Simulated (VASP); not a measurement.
## Zn: single point with PBE

Crystal: Zn.

```
Zn
1.0
     2.55821    0.00000    0.00000
    -1.27910    2.21547    0.00000
     0.00000    0.00000    5.14457
Zn
2
Cartesian
  0.0000 1.4770 1.2861
  1.2791 0.7385 3.8584
```

This cell differs from its parent crystal: strain -0.040 along x and y, +0.040 along z.

```
Program             : VASP 6.6.1
Task                : single point
Functional          : PBE
Potentials or basis : VASP PAW PBE potentials, release 64 (Zn)
Cutoff              : 520 eV
k mesh              : 24 × 24 × 10
Occupations         : gaussian, width 0.15 eV
Spin                : no spin polarisation
```

| Quantity | Value |
| --- | --- |
| Pressure | 6.8 GPa |
| Band gap on the k mesh | zero (bands 12 and 13 overlap by 5.68 eV) |

Stress tensor (GPa, compression positive):
```
9.15 0.00 0.00
0.00 9.15 0.00
0.00 0.00 1.98
```

Levels at points of the mesh, in eV from the Fermi level:
| k point | band 9 | band 10 | band 11 | band 12 | band 13 | band 14 | band 15 | band 16 |
| --- | --- | --- | --- | --- | --- | --- | --- | --- |
| (0.00, 0.00, 0.00) | -7.20 | -7.06 | -7.06 | -4.04 | -3.76 | 11.52 | 15.59 | 19.89 |
| (0.50, 0.00, 0.00) | -6.79 | -6.78 | -2.57 | -1.67 | 2.43 | 3.80 | 4.13 | 5.87 |
| (0.00, 0.00, 0.50) | -7.12 | -7.12 | -7.12 | -7.12 | 3.39 | 3.39 | 21.07 | 21.07 |
| (0.50, 0.00, 0.50) | -6.78 | -6.78 | -1.74 | -1.74 | 0.69 | 0.69 | 9.58 | 9.58 |

Run time: 87 s on 1 thread of AMD EPYC 9R45 96-Core Processor (Zen 5), with other jobs on the host, peak memory 0.24 GiB.

Caveat: the cell differs from its parent crystal (strain -0.040 along x and y, +0.040 along z); the stress differs along the axes, from 2 to 9 GPa.
